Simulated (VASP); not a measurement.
Input of a VASP 6.6.1 run:

File INCAR:

```
SYSTEM = Ti4CN4
PREC = Accurate ; ENCUT = 520
EDIFF = 1E-7 ; ISMEAR = 0
SIGMA = 0.1 ; LREAL = .False.
LASPH = .True. ; NELM = 60
ALGO = Normal ; ISIF = 2
LWAVE = .False. ; LCHARG = .False.
LDIPOL = .True. ; IDIPOL = 3
DIPOL = 0.5 0.5 0.488 ; GGA = PS
NBANDS = 46
```

Contents of KPOINTS:

```
regular mesh
0
Gamma
  12 12 1
  0 0 0
```

POSCAR

```
Ti4CN4
1.0
    2.9726300472      0.0000000000      0.0000000000
   -1.4863150236      2.5743731369      0.0000000000
    0.0000000000      0.0000000000     27.4949979446
N Ti C
4 4 1
Direct
    0.3333333333      0.6666666667      0.3091471408
    0.0000000000      0.0000000000      0.3974229164
    0.6666666667      0.3333333333      0.4854147359
    0.3333333333      0.6666666667      0.5753533913
    0.6666666667      0.3333333333      0.3532850285
    0.3333333333      0.6666666667      0.4415608042
    0.0000000000      0.0000000000      0.5302006077
    0.6666666667      0.3333333333      0.6138598945
    0.6666666667      0.3333333333      0.6849220901
```

Potentials or basis: VASP PAW PBE potentials, release 64 (N, Ti_sv, C).

Command:

```sh
$ cat potpaw_PBE.64/N/POTCAR potpaw_PBE.64/Ti_sv/POTCAR potpaw_PBE.64/C/POTCAR > POTCAR
$ mpirun -np 1 vasp_std > vasp.out
```

Task: Predict the band gap on the k mesh.

Result: Zero (bands 36 and 37 overlap by 0.04 eV).

Task: Predict the largest force.

Result: 5.805 eV/Å.

Forces on the atoms (eV/Å):
```
N    0.000  0.000  4.417
N    0.000  0.000  1.186
N    0.000  0.000  0.126
N    0.000  0.000 -0.298
Ti   0.000  0.000 -5.805
Ti   0.000  0.000  0.213
Ti   0.000  0.000 -0.469
Ti   0.000  0.000  0.611
C    0.000  0.000  0.020
```

Caveat: the PAW data sets were made with another functional, which shifts forces and pressure a little.
